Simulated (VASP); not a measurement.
Wanted: the native input for a VASP 6.6.1 run.

* Task: single point
* Functional: PBEsol
* Dispersion: D3(BJ)
* Potentials or basis: VASP PAW PBE potentials, release 64 (Ga_d, N)
* Cutoff: 520 eV
* k mesh: 10 × 10 × 10
* Occupations: fermi-dirac, width 0.05 eV
* Spin: no spin polarisation
* Dipole correction: no
* Further INCAR settings: ALGO = Normal; EDIFF = 1e-06; NBANDS = 16

The structure of GaN lies in POSCAR:

```
GaN
1.0
    0.0000000000      2.2684248875      2.2684248875
    2.2684248875      0.0000000000      2.2684248875
    2.2684248875      2.2684248875      0.0000000000
Ga N
1 1
Direct
    0.0000000000      0.0000000000      0.0000000000
    0.2500000000      0.2500000000      0.2500000000
```

These files were run (other wordings do the same):

INCAR

```
SYSTEM = GaN
PREC = Accurate ; ENCUT = 520
EDIFF = 1E-6 ; ISMEAR = -1
SIGMA = 0.05 ; LREAL = .FALSE.
LASPH = .TRUE. ; NELM = 80
ALGO = Normal ; ISIF = 2
LWAVE = .FALSE. ; LCHARG = .TRUE.
GGA = PS ; IVDW = 12
LELF = .TRUE. ; LVHAR = .TRUE.
NBANDS = 16
```

KPOINTS

```
Automatic mesh
0
G
  10 10 10
  0 0 0
```

Potentials or basis: VASP PAW PBE potentials, release 64 (Ga_d, N).

Command:

```console
$ cat potpaw_PBE.64/Ga_d/POTCAR potpaw_PBE.64/N/POTCAR > POTCAR
$ mpirun -np 1 vasp_std > vasp.out
```

It gave:

```json
{
 "Pressure": "-7.8 GPa",
 "Band gap on the k mesh": "1.56 eV, direct",
 "Dispersion energy per atom": "-0.216 eV"
}
```

Caveat: the PAW data sets were made with another functional, which shifts forces and pressure a little.

Run time: 27 s on 1 thread of Intel Xeon 6975P-C, with other jobs on the host, peak memory 0.16 GiB.
